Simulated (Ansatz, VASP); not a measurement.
KZnF3 in VASP and in Ansatz

INCAR

```
  PREC = Accurate
  ENCUT = 520
  EDIFF = 1E-6
  ISMEAR = -1
  SIGMA = 0.05
  LREAL = False
  LASPH = True
  NELM = 80
  ALGO = Normal
  ISIF = 2
  LWAVE = False
  LCHARG = True
  GGA = PE
  LELF = True
  LVHAR = True
  NBANDS = 29
```

File KPOINTS:

```
Automatic mesh
0
Gamma
  7 7 7
```

POSCAR

```
KZnF3
1.0
    3.9952635604      0.0000000000      0.0000000000
    0.0000000000      3.9952635604      0.0000000000
    0.0000000000      0.0000000000      3.9952635604
Zn K F
1 1 3
Direct
    0.5000000000      0.5000000000      0.5000000000
    0.0000000000      0.0000000000      0.0000000000
    0.5000000000      0.0000000000      0.5000000000
    0.0000000000      0.5000000000      0.5000000000
    0.5000000000      0.5000000000      0.0000000000
```

Contents of input.yaml:

```yaml
crystal:
  lattice:
    - [3.9952635604, 0.0, 0.0]
    - [0.0, 3.9952635604, 0.0]
    - [0.0, 0.0, 3.9952635604]
  atoms:
    - { symbol: Zn, position: [0.5, 0.5, 0.5] }
    - { symbol: K, position: [0.0, 0.0, 0.0] }
    - { symbol: F, position: [0.5, 0.0, 0.5] }
    - { symbol: F, position: [0.0, 0.5, 0.5] }
    - { symbol: F, position: [0.5, 0.5, 0.0] }
hamiltonian:
  xc: pbe
  pseudopotentials: { kind: paw }
kpoints:
  mp_grid: { grid: [7, 7, 7] }
scf:
  occupations: { method: fermi_dirac, width: 0.05 }
output:
  forces: true
  stress: true
  eigenvalues: true
```

Alike in both runs: task single point; functional PBE; k mesh 7 × 7 × 7; occupations fermi-dirac, width 0.05 eV; no spin polarisation.

|  | VASP | Ansatz |
| --- | --- | --- |
| version | VASP 6.6.1 | Ansatz 0.2.0 |
| potentials or method | VASP PAW PBE potentials, release 64 (Zn, K_sv, F) | Ansatz PAW |
| plane-wave cutoff (eV) | 520 | 420 |
| valence electrons in the cell | 42 | 42 |

VASP gave:

| Quantity | Value |
| --- | --- |
| gap on the k mesh at the Fermi level (eV) | 4.02 |
| least direct gap on the mesh (eV) | 6.00 |
| pressure (GPa) | 9.1 |

Task: Estimate Ansatz's values.

Result: gap on the k mesh at the Fermi level (eV): 4.09; least direct gap on the mesh (eV): 6.04; pressure (GPa): 8.6.

With one functional, cell and mesh, what is left measures potentials, basis and numerics.

Noted on Ansatz's run: odd divisions of the mesh miss points on the zone boundary, where band edges often lie, so the gap on the mesh can be too wide.
